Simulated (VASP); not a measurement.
# Si (P2_1/m) in VASP: notebook

Si is run at these levels: PBE; tasks: single point.

Program: VASP 6.6.1. These are calculated values, not measurements. Logs are shortened: lines on timing, memory, paths and dates and some standing lists are left out, and cuts for length are marked.

## Step 1: The cell of the first run

The structure is monoclinic, space group P2_1/m (No. 11). The conventional cell has a = 3.582 Å, b = 6.365 Å, c = 3.929 Å, α = 90.00°, β = 114.80°, γ = 90.00°. Si (site symmetry 1) has 4 Si at 2.26 to 2.51 Å within 3.0 Å.

## Step 2: Single point, PBE (engineering shear strain xy -0.0400, strain +e along x and -e along y -0.0700)

INCAR

```
SYSTEM = Si
ALGO     = Normal         ! electronic algorithm
EDIFF    = 1E-6           ! SCF threshold, eV
ENCUT    = 520            ! plane-wave cutoff, eV
GGA      = PE             ! functional
ISIF     = 2              ! what is computed and relaxed
ISMEAR   = 0              ! smearing method
LASPH    = .True.         ! aspherical terms in the spheres
LCHARG   = .False.        ! write CHGCAR
LREAL    = .False.        ! projectors in reciprocal space
LWAVE    = .False.        ! write WAVECAR
NBANDS   = 16             ! bands
NELM     = 60             ! most SCF steps
PREC     = Accurate       ! precision mode
SIGMA    = 0.05           ! smearing width, eV
```

KPOINTS

```
k-points
0
Gamma
  12 12 6
  0 0 0
```

POSCAR

```
Si
1.0
    3.5815064503     -0.0770216441      0.0000000000
   -1.8574559256      3.6071052948      0.0000000000
    0.0000000000      0.0000000000      6.3646810974
Si
4
Direct
    0.3333333333      0.6666666667      0.0629320729
    0.6666666667      0.3333333333      0.5629320729
    0.3333333333      0.6666666667      0.4370679271
    0.6666666667      0.3333333333      0.9370679271
```

Potentials or basis: VASP PAW PBE potentials, release 64 (Si).

Started as:

```sh
$ cat potpaw_PBE.64/Si/POTCAR > POTCAR
$ mpirun -np 1 vasp_std > vasp.out
```

OUTCAR:

```text
SYSTEM = Si
   EDIFF = 1E-6
   ENCUT = 520
   GGA = PE
   ISIF = 2
   ISMEAR = 0
   LASPH = .True.
   LREAL = .False.
   NELM = 60
   PREC = Accurate

 ion  position               nearest neighbor table
   1  0.333  0.667  0.063-   4 2.26   4 2.33   3 2.38   4 2.51
   2  0.667  0.333  0.563-   3 2.26   3 2.33   4 2.38   3 2.51
   3  0.333  0.667  0.437-   2 2.26   2 2.33   1 2.38   2 2.51
   4  0.667  0.333  0.937-   1 2.26   1 2.33   2 2.38   1 2.51

  LATTYP: Found a simple monoclinic cell.
 ALAT       =     3.5823345443
 B/A-ratio  =     1.7766852924
 C/A-ratio  =     1.0966571312
 COS(beta)  =    -0.4194259572

  Lattice vectors:

 A1 = (   3.5815064503,  -0.0770216441,   0.0000000000)
 A2 = (   0.0000000000,   0.0000000000,   6.3646810974)
 A3 = (  -1.7240505247,  -3.5300836507,   0.0000000000)

Analysis of symmetry for initial positions (statically):
=====================================================================
 Subroutine PRICEL returns:
 Original cell was already a primitive cell.

 Routine SETGRP: Setting up the symmetry group for a
 simple monoclinic supercell.

 Subroutine GETGRP returns: Found  4 space group operations
 (whereof  2 operations were pure point group operations)
 out of a pool of  4 trial point group operations.

The static configuration has the point symmetry S_2 .
 The point group associated with its full space group is C_2h.

Analysis of symmetry for dynamics (positions and initial velocities):
=====================================================================
 Subroutine PRICEL returns:
 Original cell was already a primitive cell.

 Routine SETGRP: Setting up the symmetry group for a
 simple monoclinic supercell.

 Subroutine GETGRP returns: Found  4 space group operations
 (whereof  2 operations were pure point group operations)
 out of a pool of  4 trial point group operations.

The dynamic configuration has the point symmetry S_2 .
 The point group associated with its full space group is C_2h.

 Subroutine INISYM returns: Found  4 space group operations
 (whereof  2 operations are pure point group operations),
 and found     1 'primitive' translations

----------------------------------------------------------------------------------------

                                     Primitive cell

  volume of cell :      81.3139

  direct lattice vectors                    reciprocal lattice vectors
     3.581506450 -0.077021644  0.000000000     0.282338753  0.145388545  0.000000000
    -1.857455926  3.607105295  0.000000000     0.006028711  0.280335056  0.000000000
     0.000000000  0.000000000  6.364681097     0.000000000  0.000000000  0.157117063

  length of vectors
     3.582334544  4.057259065  6.364681097     0.317573614  0.280399873  0.157117063

  position of ions in fractional coordinates (direct lattice)
     0.333333333  0.666666667  0.062932073
     0.666666667  0.333333333  0.562932073
     0.333333333  0.666666667  0.437067927
     0.666666667  0.333333333  0.937067927

  ion indices of the primitive-cell ions
   primitive index   ion index
                 1           1
                 2           2
                 3           3
                 4           4

----------------------------------------------------------------------------------------

 KPOINTS: k-points

Automatic generation of k-mesh.
 Grid dimensions read from file:
 generate k-points for:   12   12    6

 Generating k-lattice:

  Cartesian coordinates                     Fractional coordinates (reciprocal lattice)
     0.023528229  0.012115712  0.000000000     0.083333333  0.000000000  0.000000000
     0.000502393  0.023361255  0.000000000     0.000000000  0.083333333  0.000000000
     0.000000000  0.000000000  0.026186177     0.000000000  0.000000000  0.166666667

  Length of vectors
     0.026464468  0.023366656  0.026186177

  Shift w.r.t. Gamma in fractional coordinates (k-lattice)
     0.000000000  0.000000000  0.000000000

 Subroutine IBZKPT returns following result:
 ===========================================

 Found    296 irreducible k-points:

 Following reciprocal coordinates:
            Coordinates               Weight
  0.000000  0.000000  0.000000      1.000000
  0.083333  0.000000  0.000000      2.000000
  0.166667  0.000000  0.000000      2.000000
  0.250000  0.000000  0.000000      2.000000
  0.333333  0.000000  0.000000      2.000000
  0.416667 -0.000000  0.000000      2.000000
[... 16 lines left out ...]
  0.250000  0.166667  0.000000      2.000000
  0.333333  0.166667  0.000000      2.000000
 [... further k-points ...]
   k-points           NKPTS =    296   k-points in BZ     NKDIM =    296   number of bands    NBANDS=     16
   number of dos      NEDOS =    301   number of ions     NIONS =      4
   total plane-waves  NPLWV =  40320
   dimension x,y,z NGX =    28 NGY =   30 NGZ =   48
   dimension x,y,z NGXF=    56 NGYF=   60 NGZF=   96
   ions per type =               4
   NGX,Y,Z   is equivalent  to a cutoff of  12.99, 12.29, 12.54 a.u.
   NGXF,Y,Z  is equivalent  to a cutoff of  25.99, 24.58, 25.08 a.u.
 SYSTEM =  Si
   PREC   = accura    normal or accurate (medium, high low for compatibility)
   ISTART =      0    job   : 0-new  1-cont  2-samecut
   ICHARG =      2    charge: 1-file 2-atom 10-const
   ISPIN  =      1    spin polarized calculation?
   LNONCOLLINEAR =      F non collinear calculations
   LSORBIT =      F    spin-orbit coupling
   LASPH  =      T    aspherical Exc in radial PAW
   ENCUT  =  520.0 eV  38.22 Ry    6.18 a.u.   6.66  7.54 11.83*2*pi/ulx,y,z
   NELM   =     60;   NELMIN=  2; NELMDL= -5     # of ELM steps
   EDIFF  = 0.1E-05   stopping-criterion for ELM
   LREAL  =      F    real-space projection
[... 7 lines left out ...]
   TEBEG  =    0.0;   TEEND  =   0.0 temperature during run
   PSTRESS=    0.0 pullay stress
   NELECT =      16.0000    total number of electrons
   NUPDOWN=      -1.0000    fix difference up-down
   EMIN   =  10.00;   EMAX   =-10.00  energy-range for DOS
   EFERMI =   0.00;   METHOD = LEGACY
   ISMEAR =     0;   SIGMA  =   0.05  broadening in eV -4-tet -1-fermi 0-gaus
   EFERMI_NEDOS =   21; number of points for ismear=-14 and -15
   IALGO  =     38    algorithm
   IMIX   =      4    mixing-type and parameters
     AMIX     =   0.40;   BMIX     =  1.00
     AMIX_MAG =   1.60;   BMIX_MAG =  1.00
  volume/ion in A,a.u.               =      20.33       137.18
  Fermi-wavevector in a.u.,A,eV,Ry     =   0.952196  1.799390 12.336101  0.906678
  Thomas-Fermi vector in A             =   2.080737
   LORBIT       =      0    0 simple, 1 ext, 2 COOP (PROOUT), +10 PAW based schemes
   GGA     = PE    functional components
   LHFCALC =     F    Hartree Fock is set to
   AEXX    =    0.0000 exact exchange contribution
   IVDW    =     0    specifies the selected vdW correction
   LEPSILON=     F    determine dielectric tensor
   LRPA    =     F    only Hartree local field effects (RPA)
 non-spin polarized calculation
 Gauss-broadening in eV      SIGMA  =   0.05
  energy-cutoff  :      520.00
  volume of cell :       81.31
 maximum number of plane-waves:      2210
   NGX = 13   NGY = 15   NGZ = 23

 number of electron      16.0000001 magnetization

 Free energy of the ion-electron system (eV)
  ---------------------------------------------------
  ext. energy  EPLUGINS =         0.00000000
  ---------------------------------------------------
  free energy    TOTEN  =       -21.20352093 eV

  energy without entropy =      -21.20325576  energy(sigma->0) =      -21.20338835

 E-fermi :   6.0100     XC(G=0):  -9.3534

 val. band max:        5.9595174749   @ k =   0.4167  -0.0000   0.1667
 cond. band min:       6.0181507313   @ k =   0.0000   0.0000   0.0000
 fundamental gap:      0.0586332563
 Fermi energy:         6.0100416162

 k-point     1 :       0.0000    0.0000    0.0000
  band No.  band energies     occupation
      1      -6.2293      2.00000
      2      -3.9974      2.00000
      3      -1.2715      2.00000
      4       3.9939      2.00000
      5       4.8827      2.00000
      6       5.5704      2.00000
[... 8 lines left out ...]
     15      11.1833      0.00000
     16      11.3312      0.00000

 k-point     2 :       0.0833    0.0000    0.0000
  band No.  band energies     occupation
      1      -6.1382      2.00000
      2      -3.9045      2.00000
      3      -1.2174      2.00000
      4       3.6860      2.00000
      5       4.3009      2.00000
      6       5.3003      2.00000
[... 8 lines left out ...]
     15      11.0689      0.00000
     16      11.5144      0.00000

 k-point     3 :       0.1667    0.0000    0.0000
  band No.  band energies     occupation
      1      -5.8665      2.00000
      2      -3.6271      2.00000
      3      -1.0798      2.00000
      4       2.8123      2.00000
      5       3.5304      2.00000
      6       4.3307      2.00000
[... 8 lines left out ...]
     15      10.9949      0.00000
     16      11.2358      0.00000

 k-point     4 :       0.2500    0.0000    0.0000
  band No.  band energies     occupation
      1      -5.4200      2.00000
      2      -3.1690      2.00000
      3      -0.9753      2.00000
      4       1.7728      2.00000
      5       3.0234      2.00000
      6       3.0274      2.00000
[... 8 lines left out ...]
     15      11.6202      0.00000
     16      12.1785      0.00000

 k-point     5 :       0.3333    0.0000    0.0000
  band No.  band energies     occupation
      1      -4.8123      2.00000
      2      -2.5391      2.00000
      3      -1.2306      2.00000
      4       1.2069      2.00000
      5       1.7179      2.00000
      6       2.6612      2.00000
[... 8 lines left out ...]
     15      12.1271      0.00000
     16      12.9035      0.00000

 k-point     6 :       0.4167   -0.0000    0.0000
  band No.  band energies     occupation
      1      -4.0841      2.00000
      2      -1.9733      2.00000
      3      -1.7652      2.00000
      4       0.5155      2.00000
      5       1.2979      2.00000
      6       2.4109      2.00000
[... 8 lines left out ...]
     15      12.3863      0.00000
     16      13.1730      0.00000
[... 267 lines left out ...]
 k-point    21 :       0.0833    0.1667    0.0000
  band No.  band energies     occupation
      1      -5.7372      2.00000
      2      -3.4967      2.00000
      3      -1.1691      2.00000
      4       1.6730      2.00000
      5       2.9878      2.00000
      6       3.8929      2.00000
[... 8 lines left out ...]
     15      10.8267      0.00000
     16      11.9500      0.00000

 k-point    22 :       0.1667    0.1667    0.0000
  band No.  band energies     occupation
      1      -5.3364      2.00000
      2      -3.0863      2.00000
      3      -1.1877      2.00000
      4       1.3982      2.00000
      5       2.3263      2.00000
      6       2.7916      2.00000
[... 8 lines left out ...]
     15      11.8522      0.00000
     16      12.0894      0.00000

 k-point    23 :       0.2500    0.1667    0.0000
  band No.  band energies     occupation
      1      -4.7757      2.00000
      2      -2.5077      2.00000
      3      -1.4236      2.00000
      4       1.3918      2.00000
      5       1.5644      2.00000
      6       1.8779      2.00000
[... 8 lines left out ...]
     15      12.3207      0.00000
     16      13.1089      0.00000

 k-point    24 :       0.3333    0.1667    0.0000
  band No.  band energies     occupation
      1      -4.0814      2.00000
      2      -1.9823      2.00000
      3      -1.7783      2.00000
      4       0.6304      2.00000
      5       1.2167      2.00000
      6       1.8335      2.00000
[... 8 lines left out ...]
     15      12.3791      0.00000
     16      13.5101      0.00000

 [... further k-points ...]

------------------------ aborting loop because EDIFF is reached ----------------------------------------

  FORCE on cell =-STRESS in cart. coord.  units (eV):
  Direction    XX          YY          ZZ          XY          YZ          ZX
  --------------------------------------------------------------------------------------
  -------------------------------------------------------------------------------------
  Total        6.8318202     -4.6302326     -0.0257369      1.7566910      0.0000000      0.0000000
  in kB      134.6114592    -91.2322565     -0.5071089     34.6131397      0.0000000      0.0000000
  external PRESSURE =      14.2906979 kB  Pullay stress =       0.0000000 kB

 VOLUME and BASIS-vectors are now :
 -----------------------------------------------------------------------------
  energy-cutoff  :      520.00
  volume of cell :       81.31
      direct lattice vectors                 reciprocal lattice vectors
     3.581506450 -0.077021644  0.000000000     0.282338753  0.145388545  0.000000000
    -1.857455926  3.607105295  0.000000000     0.006028711  0.280335056  0.000000000
     0.000000000  0.000000000  6.364681097     0.000000000  0.000000000  0.157117063

 POSITION                                       TOTAL-FORCE (eV/Angst)
 -----------------------------------------------------------------------------------
     -0.04447      2.37906      0.40054         0.481389      0.912038      0.168210
      1.76852      1.15102      3.58288        -0.481389     -0.912038      0.168210
     -0.04447      2.37906      2.78180         0.481389      0.912038     -0.168210
      1.76852      1.15102      5.96414        -0.481389     -0.912038     -0.168210
 -----------------------------------------------------------------------------------
    total drift:                                0.000000     -0.000000     -0.000000

  FREE ENERGIE OF THE ION-ELECTRON SYSTEM (eV)
  ---------------------------------------------------
  free  energy   TOTEN  =       -21.2035209334 eV

  energy  without entropy=      -21.2032557580  energy(sigma->0) =      -21.20338835
```

Wall time 6.2 min (1 thread of Intel Xeon 8259CL, shared host); peak memory 0.39 GiB.

What came out:

| Quantity | Value |
| --- | --- |
| Free energy | -21.2035 eV |
| Pressure | 1.4 GPa |
| Largest force | 1.045 eV/Å |
| Band gap on the k mesh | zero (bands 8 and 9 overlap by 0.47 eV) |

Forces in eV/Å, atoms in the order of the input:
```
Si   0.481  0.912  0.168
Si  -0.481 -0.912  0.168
Si   0.481  0.912 -0.168
Si  -0.481 -0.912 -0.168
```

Levels at points of the mesh, in eV from the Fermi level:
```csv
k point,band 5,band 6,band 7,band 8,band 9,band 10,band 11,band 12
"(0.00, 0.00, 0.00)",-1.13,-0.44,-0.40,0.01,0.32,1.94,2.09,2.26
"(0.50, 0.00, 0.00)",-4.52,-3.73,-2.96,-2.01,-0.24,1.44,2.49,2.77
"(0.00, 0.50, 0.00)",-4.93,-3.06,-2.15,-0.64,1.38,3.01,3.38,3.73
"(0.50, 0.50, 0.00)",-4.64,-3.47,-2.76,-1.62,0.18,1.98,2.83,2.84
"(0.00, 0.00, 0.50)",-1.36,-1.36,-0.55,-0.55,0.89,0.89,2.91,2.91
"(0.50, 0.00, 0.50)",-3.04,-3.04,-2.38,-2.38,0.26,0.26,1.65,1.65
"(0.00, 0.50, 0.50)",-2.74,-2.74,-1.55,-1.55,1.18,1.18,2.14,2.14
"(0.50, 0.50, 0.50)",-2.77,-2.77,-2.31,-2.31,0.67,0.67,1.60,1.60
```

Caveat: the cell differs from its parent crystal (engineering shear strain xy -0.0400, strain +e along x and -e along y -0.0700); the stress differs along the axes, from -9 to 13 GPa; semilocal functionals underestimate gaps, and a narrow one can read as zero; forces of over 1 eV/Å act on the atoms, so gaps and moduli don't describe the material at rest.

## Step 3: Single point, PBE (engineering shear strain xy -0.0400, strain +e along x and -e along y +0.0700)

INCAR

```
  PREC = Accurate
  ENCUT = 520
  EDIFF = 1E-6
  ISMEAR = 0
  SIGMA = 0.05
  LREAL = F
  LASPH = T
  NELM = 60
  ALGO = Normal
  ISIF = 2
  LWAVE = F
  LCHARG = F
  GGA = PE
  NBANDS = 16
```

KPOINTS

```
regular mesh
0
Gamma
  12 12 6
```

POSCAR: that of step 2 with these lines changed.

```diff
@@ -2,4 +2,4 @@
 1.0
-    3.5815064503     -0.0770216441      0.0000000000
-   -1.8574559256      3.6071052948      0.0000000000
+    4.1206579589     -0.0770216441      0.0000000000
+   -2.1270316799      3.1401863918      0.0000000000
     0.0000000000      0.0000000000      6.3646810974
```

Potentials or basis: VASP PAW PBE potentials, release 64 (Si).

Started as:

```sh
$ cat potpaw_PBE.64/Si/POTCAR > POTCAR
$ mpirun -np 1 vasp_std > vasp.out
```

Run time: 6.9 min. Hardware: 1 thread of Intel Xeon 8259CL, shared host; peak memory 0.39 GiB.

The run converged. Its results:

| Quantity | Value |
| --- | --- |
| Free energy | -21.1892 eV |
| Pressure | 1.6 GPa |
| Largest force | 1.432 eV/Å |
| Band gap on the k mesh | zero (bands 8 and 9 overlap by 0.58 eV) |

Forces on the atoms (eV/Å):
```
Si   0.201 -1.402  0.209
Si  -0.201  1.402  0.209
Si   0.201 -1.402 -0.209
Si  -0.201  1.402 -0.209
```

Stress tensor (GPa, compression positive):
```
-9.79  3.04  0.00
 3.04 14.37  0.00
 0.00  0.00  0.13
```

Levels at points of the mesh, in eV from the Fermi level:
```
           k point  band 6  band 7  band 8  band 9  band 10  band 11
(0.00, 0.00, 0.00)   -0.22   -0.06    0.32    0.49     1.65     2.30
(0.50, 0.00, 0.00)   -3.06   -2.37   -1.05    0.82     2.74     3.10
(0.00, 0.50, 0.00)   -3.68   -2.89   -2.02   -0.26     1.36     2.50
(0.50, 0.50, 0.00)   -2.91   -2.12   -0.66    1.31     3.16     3.30
(0.00, 0.00, 0.50)   -1.02   -0.55   -0.55    1.34     1.34     2.53
(0.50, 0.00, 0.50)   -2.49   -1.90   -1.90    1.23     1.23     1.83
(0.00, 0.50, 0.50)   -3.03   -2.21   -2.21    0.23     0.23     1.88
(0.50, 0.50, 0.50)   -2.52   -1.56   -1.56    1.37     1.37     2.10
```

Caveat: the cell differs from its parent crystal (engineering shear strain xy -0.0400, strain +e along x and -e along y +0.0700); the stress differs along the axes, from -10 to 14 GPa; semilocal functionals underestimate gaps, and a narrow one can read as zero; forces of over 1 eV/Å act on the atoms, so gaps and moduli don't describe the material at rest.

The gap in the log of VASP goes by the Fermi energy; the results here count the filled bands.